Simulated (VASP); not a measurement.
Input of a VASP 6.6.1 run:

Contents of INCAR:

```
SYSTEM = NbRh
ALGO     = Normal         ! electronic algorithm
EDIFF    = 1E-6           ! SCF threshold, eV
EDIFFG   = -0.005         ! ionic threshold
ENCUT    = 600            ! plane-wave cutoff, eV
GGA      = CA             ! functional
IBRION   = 2              ! ionic algorithm
ISIF     = 3              ! what is computed and relaxed
ISMEAR   = 0              ! smearing method
LASPH    = .TRUE.         ! aspherical terms in the spheres
LCHARG   = .FALSE.        ! write CHGCAR
LREAL    = .FALSE.        ! projectors in reciprocal space
LWAVE    = .FALSE.        ! write WAVECAR
NELM     = 100            ! most SCF steps
NSW      = 70             ! ionic steps
PREC     = Accurate       ! precision mode
SIGMA    = 0.1            ! smearing width, eV
```

The input KPOINTS:

```
k-points
0
G
  14 14 12
  0 0 0
```

File POSCAR:

```
NbRh
1.0
    2.8630154157      0.0000000000      0.0000000000
    0.0000000000      2.8630154157      0.0000000000
    0.0000000000      0.0000000000      3.8735867308
Nb Rh
1 1
Direct
    0.0000000000      0.0000000000      0.0000000000
    0.5000000000      0.5000000000      0.5000000000
```

Potentials or basis: VASP PAW LDA potentials, release 64 (Nb_sv, Rh_pv).

The run is started by

```console
$ cat potpaw_LDA.64/Nb_sv/POTCAR potpaw_LDA.64/Rh_pv/POTCAR > POTCAR
$ mpirun -np 1 vasp_std > vasp.out
```

Problem. Estimate the relaxed volume.

Solution. 15.03 Å³/atom.

Problem. What does it give for the relaxed cell?

Solution. a = 2.807 Å, b = 2.807 Å, c = 3.815 Å, α = 90.00°, β = 90.00°, γ = 90.00°.

Problem. Predict the space group after relaxing (to 0.05 Å).

Solution. P4/mmm (No. 123).

Problem. Predict the band gap on the k mesh.

Solution. Zero (band 14 reaches 15.88 eV, above the bottom of band 15 at 10.87 eV).

Final structure:
```xyz
2
Lattice="2.8072 0.0000 0.0000 0.0000 2.8072 0.0000 0.0000 0.0000 3.8149" Properties=species:S:1:pos:R:3 pbc="T T T"
Nb    0.0000    0.0000    3.8149
Rh    1.4036    1.4036    1.9075
```

LDA usually gives volumes a few per cent too small. Zero-point motion and thermal expansion aren't in these numbers.
